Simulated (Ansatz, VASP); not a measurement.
# W: VASP beside Ansatz

The input INCAR:

```
SYSTEM = W
PREC     = Accurate       ! precision mode
ENCUT    = 520            ! plane-wave cutoff, eV
EDIFF    = 1E-6           ! SCF threshold, eV
ISMEAR   = -1             ! smearing method
SIGMA    = 0.08           ! smearing width, eV
LREAL    = .False.        ! projectors in reciprocal space
LASPH    = .True.         ! aspherical terms in the spheres
NELM     = 60             ! most SCF steps
ALGO     = Normal         ! electronic algorithm
ISIF     = 2              ! what is computed and relaxed
LWAVE    = .False.        ! write WAVECAR
LCHARG   = .False.        ! write CHGCAR
GGA      = PE             ! functional
NBANDS   = 13             ! bands
```

Contents of KPOINTS:

```
regular mesh
0
Gamma
  18 18 16
  0 0 0
```

The input POSCAR:

```
W
1.0
    2.6485176256      0.0000000000      0.0000000000
   -1.3242588128      2.2936835462      0.0000000000
    0.0000000000      0.0000000000      2.4495010592
W
1
Direct
    0.0000000000      0.0000000000      0.0000000000
```

Input for Ansatz:

```yaml
crystal:
  lattice:
    - [2.6485176256, 0.0, 0.0]
    - [-1.3242588128, 2.2936835462, 0.0]
    - [0.0, 0.0, 2.4495010592]
  atoms:
    - { symbol: W, position: [0.0, 0.0, 0.0] }
kpoints:
  mp_grid: { grid: [18, 18, 16] }
scf:
  occupations: { method: fermi_dirac, width: 0.08 }
hamiltonian:
  xc: pbe
  pseudopotentials: { kind: paw }
output:
  forces: true
  stress: true
  eigenvalues: true
  populations: true
  write_density: true
  write_potential: true
  elf: true
  volumetric_format: npy
```

Change from the starting cell: volume scaled by 0.85, PAW files.

Alike in both runs: task single point; functional PBE; k mesh 18 × 18 × 16; occupations fermi-dirac, width 0.08 eV; no spin polarisation.

|  | VASP | Ansatz |
| --- | --- | --- |
| version | VASP 6.6.1 | Ansatz 0.2.0 |
| potentials or method | VASP PAW PBE potentials, release 64 (W_sv) | PAW with Ansatz's default frozen-core files, scalar-relativistic |
| plane-wave cutoff (eV) | 520 | 420 |
| valence electrons in the cell | 14 | 14 |

```tsv
	VASP	Ansatz	Ansatz less VASP
pressure (GPa)	53.9	52.1	-1.82
traceless stress, the component that is largest in VASP (GPa)	1.05	-0.02	-1.071
```

Both programs put the cell under a high pressure, so it lies far from rest at this level. With one functional, cell and mesh, what is left measures potentials, basis and numerics.

Neither program's run includes spin-orbit coupling.
